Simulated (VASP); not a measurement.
# Cu (I4/mmm) in VASP: further runs

The runs below take Cu through single point, with PBEsol.

Program: VASP 6.6.1. These are calculated values, not measurements. Logs are shortened: lines on timing, memory, paths and dates and some standing lists are left out, and cuts for length are marked.

## Step 1: The cell of the first run

Symmetry: I4/mmm, No. 139, tetragonal system. The conventional cell has a = 2.958 Å, b = 2.958 Å, c = 2.752 Å, α = 90.00°, β = 90.00°, γ = 90.00°. Cu (site symmetry 4/mmm) has 14 Cu at 2.50 to 2.96 Å within 3.3 Å.

## Step 2: Single point, PBEsol (strain +0.025 along x and y, +0.000 along z)

Input file INCAR:

```
SYSTEM = Cu
PREC = Accurate
ENCUT = 520
EDIFF = 1E-7
ISMEAR = 0
SIGMA = 0.15
LREAL = .FALSE.
LASPH = .TRUE.
NELM = 100
ALGO = Fast
ISIF = 2
LWAVE = .FALSE.
LCHARG = .TRUE.
GGA = PS
LELF = .TRUE.
LVHAR = .TRUE.
NBANDS = 12
```

Input file KPOINTS:

```
regular mesh
0
G
  24 24 24
  0 0 0
```

Input file POSCAR:

```
Cu
1.0
   -1.4788631530      1.4788631530      1.3760814500
    1.4788631530     -1.4788631530      1.3760814500
    1.4788631530      1.4788631530     -1.3760814500
Cu
1
Direct
    0.0000000000      0.0000000000      0.0000000000
```

Potentials or basis: VASP PAW PBE potentials, release 64 (Cu).

On the command line:

```sh
> cat potpaw_PBE.64/Cu/POTCAR > POTCAR
> mpirun -np 1 vasp_std > vasp.out
```

OUTCAR:

```text
SYSTEM = Cu
   PREC = Accurate
   ENCUT = 520
   EDIFF = 1E-7
   ISMEAR = 0
   LREAL = .FALSE.
   LASPH = .TRUE.
   NELM = 100
   ISIF = 2
   GGA = PS

 ion  position               nearest neighbor table
   1  0.000  0.000  0.000-

  LATTYP: Found a body centered tetragonal cell.
 ALAT       =     2.9577263060
 C/A-ratio  =     0.9304995173

  Lattice vectors:

 A1 = (  -1.4788631530,   1.4788631530,   1.3760814500)
 A2 = (   1.4788631530,  -1.4788631530,   1.3760814500)
 A3 = (   1.4788631530,   1.4788631530,  -1.3760814500)

Analysis of symmetry for initial positions (statically):
=====================================================================
 Subroutine PRICEL returns:
 Original cell was already a primitive cell.

 Routine SETGRP: Setting up the symmetry group for a
 body centered tetragonal supercell.

 Subroutine GETGRP returns: Found 16 space group operations
 (whereof 16 operations were pure point group operations)
 out of a pool of 16 trial point group operations.

The static configuration has the point symmetry D_4h.

Analysis of symmetry for dynamics (positions and initial velocities):
=====================================================================
 Subroutine PRICEL returns:
 Original cell was already a primitive cell.

 Routine SETGRP: Setting up the symmetry group for a
 body centered tetragonal supercell.

 Subroutine GETGRP returns: Found 16 space group operations
 (whereof 16 operations were pure point group operations)
 out of a pool of 16 trial point group operations.

The dynamic configuration has the point symmetry D_4h.

 Subroutine INISYM returns: Found 16 space group operations
 (whereof 16 operations are pure point group operations),
 and found     1 'primitive' translations

----------------------------------------------------------------------------------------

                                     Primitive cell

  volume of cell :      12.0382

  direct lattice vectors                    reciprocal lattice vectors
    -1.478863153  1.478863153  1.376081450     0.000000000  0.338097544  0.363350585
     1.478863153 -1.478863153  1.376081450     0.338097544  0.000000000  0.363350585
     1.478863153  1.478863153 -1.376081450     0.338097544  0.338097544  0.000000000

  length of vectors
     2.503532026  2.503532026  2.503532026     0.496320055  0.496320055  0.478142132

  position of ions in fractional coordinates (direct lattice)
     0.000000000  0.000000000  0.000000000

  ion indices of the primitive-cell ions
   primitive index   ion index
                 1           1

----------------------------------------------------------------------------------------

 KPOINTS: regular mesh

Automatic generation of k-mesh.
 Grid dimensions read from file:
 generate k-points for:   24   24   24

 Generating k-lattice:

  Cartesian coordinates                     Fractional coordinates (reciprocal lattice)
     0.000000000  0.014087398  0.015139608     0.041666667  0.000000000  0.000000000
     0.014087398  0.000000000  0.015139608     0.000000000  0.041666667  0.000000000
     0.014087398  0.014087398  0.000000000     0.000000000  0.000000000  0.041666667

  Length of vectors
     0.020680002  0.020680002  0.019922589

  Shift w.r.t. Gamma in fractional coordinates (k-lattice)
     0.000000000  0.000000000  0.000000000

 Subroutine IBZKPT returns following result:
 ===========================================

 Found   1063 irreducible k-points:

 Following reciprocal coordinates:
            Coordinates               Weight
  0.000000  0.000000  0.000000      1.000000
  0.041667  0.000000  0.000000      8.000000
  0.083333 -0.000000  0.000000      8.000000
  0.125000  0.000000  0.000000      8.000000
  0.166667 -0.000000  0.000000      8.000000
  0.208333 -0.000000  0.000000      8.000000
[... 16 lines left out ...]
  0.416667  0.041667 -0.000000     16.000000
  0.458333  0.041667  0.000000     16.000000
 [... further k-points ...]
   k-points           NKPTS =   1063   k-points in BZ     NKDIM =   1063   number of bands    NBANDS=     12
   number of dos      NEDOS =    301   number of ions     NIONS =      1
   total plane-waves  NPLWV =   8000
   dimension x,y,z NGX =    20 NGY =   20 NGZ =   20
   dimension x,y,z NGXF=    40 NGYF=   40 NGZF=   40
   ions per type =               1
   NGX,Y,Z   is equivalent  to a cutoff of  13.28, 13.28, 13.28 a.u.
   NGXF,Y,Z  is equivalent  to a cutoff of  26.56, 26.56, 26.56 a.u.
 SYSTEM =  Cu
   PREC   = accura    normal or accurate (medium, high low for compatibility)
   ISTART =      0    job   : 0-new  1-cont  2-samecut
   ICHARG =      2    charge: 1-file 2-atom 10-const
   ISPIN  =      1    spin polarized calculation?
   LNONCOLLINEAR =      F non collinear calculations
   LSORBIT =      F    spin-orbit coupling
   LASPH  =      T    aspherical Exc in radial PAW
   ENCUT  =  520.0 eV  38.22 Ry    6.18 a.u.   4.65  4.65  4.65*2*pi/ulx,y,z
   NELM   =    100;   NELMIN=  2; NELMDL= -5     # of ELM steps
   EDIFF  = 0.1E-06   stopping-criterion for ELM
   LREAL  =      F    real-space projection
   EDIFFG = 0.1E-05   stopping-criterion for IOM
   NSW    =      0    number of steps for IOM
   IBRION =     -1    ionic relax: 0-MD 1-quasi-New 2-CG
   NFREE  =      0    steps in history (QN), initial steepest desc. (CG)
   ISIF   =      2    stress and relaxation
   ISYM   =      2    0-nonsym 1-usesym 2-fastsym
   POTIM  = 0.5000    time-step for ionic-motion
   TEBEG  =    0.0;   TEEND  =   0.0 temperature during run
   PSTRESS=    0.0 pullay stress
   NELECT =      11.0000    total number of electrons
   NUPDOWN=      -1.0000    fix difference up-down
   EMIN   =  10.00;   EMAX   =-10.00  energy-range for DOS
   EFERMI =   0.00;   METHOD = LEGACY
   ISMEAR =     0;   SIGMA  =   0.15  broadening in eV -4-tet -1-fermi 0-gaus
   EFERMI_NEDOS =   21; number of points for ismear=-14 and -15
   IALGO  =     68    algorithm
   IMIX   =      4    mixing-type and parameters
     AMIX     =   0.40;   BMIX     =  1.00
     AMIX_MAG =   1.60;   BMIX_MAG =  1.00
  volume/ion in A,a.u.               =      12.04        81.24
  Fermi-wavevector in a.u.,A,eV,Ry     =   1.588616  3.002050 34.337048  2.523702
  Thomas-Fermi vector in A             =   2.687592
   LORBIT       =      0    0 simple, 1 ext, 2 COOP (PROOUT), +10 PAW based schemes
   GGA     = PS    functional components
   LHFCALC =     F    Hartree Fock is set to
   AEXX    =    0.0000 exact exchange contribution
   IVDW    =     0    specifies the selected vdW correction
   LEPSILON=     F    determine dielectric tensor
   LRPA    =     F    only Hartree local field effects (RPA)
 non-spin polarized calculation
 RMM-DIIS sequential band-by-band and
 Gauss-broadening in eV      SIGMA  =   0.15
  energy-cutoff  :      520.00
  volume of cell :       12.04
 maximum number of plane-waves:       338
   NGX =  9   NGY =  9   NGZ =  9

 number of electron      10.9999991 magnetization

 Free energy of the ion-electron system (eV)
  ---------------------------------------------------
  ext. energy  EPLUGINS =         0.00000000
  ---------------------------------------------------
  free energy    TOTEN  =        -4.25665593 eV

  energy without entropy =       -4.25218654  energy(sigma->0) =       -4.25442124

 E-fermi :   7.1600     XC(G=0): -12.7972

 val. band max:        7.1589538200   @ k =   0.5000   0.1250   0.0833
 cond. band min:       7.1625514483   @ k =   0.2500   0.1250   0.1250
 fundamental gap:      0.0035976283
 Fermi energy:         7.1600024320

 k-point     1 :       0.0000    0.0000    0.0000
  band No.  band energies     occupation
      1      -2.0712      2.00000
      2       3.9490      2.00000
      3       4.2319      2.00000
      4       4.2319      2.00000
      5       4.9426      2.00000
      6       5.2431      2.00000
      7      31.1612      0.00000
      8      31.1612      0.00000
      9      33.1866      0.00000
     10      34.9957      0.00000
     11      35.0028      0.00000
     12      35.0675      0.00000

 k-point     2 :       0.0417    0.0000    0.0000
  band No.  band energies     occupation
      1      -2.0032      2.00000
      2       3.9564      2.00000
      3       4.2297      2.00000
      4       4.2364      2.00000
      5       4.9445      2.00000
      6       5.2328      2.00000
      7      30.8212      0.00000
      8      30.9286      0.00000
      9      32.4593      0.00000
     10      34.0017      0.00000
     11      34.2772      0.00000
     12      34.7365      0.00000

 k-point     3 :       0.0833   -0.0000    0.0000
  band No.  band energies     occupation
      1      -1.8005      2.00000
      2       3.9629      2.00000
      3       4.2212      2.00000
      4       4.2653      2.00000
      5       4.9505      2.00000
      6       5.2053      2.00000
      7      29.7095      0.00000
      8      30.3686      0.00000
      9      30.8698      0.00000
     10      32.7632      0.00000
     11      33.5329      0.00000
     12      34.5277      0.00000
[... 286 lines left out ...]
 k-point    23 :       0.4167    0.0417   -0.0000
  band No.  band energies     occupation
      1       2.2318      2.00000
      2       3.3609      2.00000
      3       5.0179      2.00000
      4       5.3012      2.00000
      5       5.5784      2.00000
      6       6.3726      2.00000
      7      12.7496      0.00000
      8      23.4207      0.00000
      9      23.9823      0.00000
     10      28.2447      0.00000
     11      30.9467      0.00000
     12      38.9987      0.00000

 k-point    24 :       0.4583    0.0417    0.0000
  band No.  band energies     occupation
      1       2.2810      2.00000
      2       3.3372      2.00000
      3       5.0503      2.00000
      4       5.3145      2.00000
      5       5.6936      2.00000
      6       6.9270      1.97195
      7      11.8143      0.00000
      8      23.1803      0.00000
      9      23.8392      0.00000
     10      28.1908      0.00000
     11      30.9499      0.00000
     12      39.6388      0.00000

 [... further k-points ...]

------------------------ aborting loop because EDIFF is reached ----------------------------------------

  FORCE on cell =-STRESS in cart. coord.  units (eV):
  Direction    XX          YY          ZZ          XY          YZ          ZX
  --------------------------------------------------------------------------------------
  -------------------------------------------------------------------------------------
  Total       -0.5626398     -0.5626398     -0.5640898      0.0000000      0.0000000      0.0000000
  in kB      -74.8826071    -74.8826071    -75.0755881      0.0000000      0.0000000      0.0000000
  external PRESSURE =     -74.9469341 kB  Pullay stress =       0.0000000 kB

 VOLUME and BASIS-vectors are now :
 -----------------------------------------------------------------------------
  energy-cutoff  :      520.00
  volume of cell :       12.04
      direct lattice vectors                 reciprocal lattice vectors
    -1.478863153  1.478863153  1.376081450     0.000000000  0.338097544  0.363350585
     1.478863153 -1.478863153  1.376081450     0.338097544  0.000000000  0.363350585
     1.478863153  1.478863153 -1.376081450     0.338097544  0.338097544  0.000000000

 POSITION                                       TOTAL-FORCE (eV/Angst)
 -----------------------------------------------------------------------------------
      0.00000      0.00000      0.00000        -0.000000      0.000000      0.000000
 -----------------------------------------------------------------------------------
    total drift:                                0.000000     -0.000000      0.000000

  FREE ENERGIE OF THE ION-ELECTRON SYSTEM (eV)
  ---------------------------------------------------
  free  energy   TOTEN  =        -4.2566559321 eV

  energy  without entropy=       -4.2521865384  energy(sigma->0) =       -4.25442124
```

Wall time 2.4 min (1 thread of Intel Xeon 8259CL, shared host); peak memory 0.26 GiB.

What came out:

* Free energy: -4.2567 eV
* Pressure: -7.5 GPa
* Band gap on the k mesh: zero (an odd number of electrons rules out a gap without spin polarisation)

Levels at points of the mesh, in eV from the Fermi level:
| k point | band 3 | band 4 | band 5 | band 6 | band 7 | band 8 | band 9 | band 10 |
| --- | --- | --- | --- | --- | --- | --- | --- | --- |
| (0.00, 0.00, 0.00) | -2.93 | -2.93 | -2.22 | -1.92 | 24.00 | 24.00 | 26.03 | 27.84 |
| (0.50, 0.00, 0.00) | -2.08 | -1.81 | -1.34 | -0.37 | 4.52 | 16.63 | 16.74 | 20.57 |
| (0.50, 0.50, 0.00) | -2.30 | -2.01 | -1.37 | -0.91 | 3.74 | 18.63 | 18.73 | 22.31 |
| (0.50, 0.50, 0.50) | -1.53 | -1.53 | -1.46 | 7.21 | 7.21 | 9.94 | 12.76 | 13.35 |

Caveat: the cell differs from its parent crystal (strain +0.025 along x and y, +0.000 along z); the cell stands under tension; the PAW data sets were made with another functional, which shifts forces and pressure a little.

(Continued in part 2 of 3.)
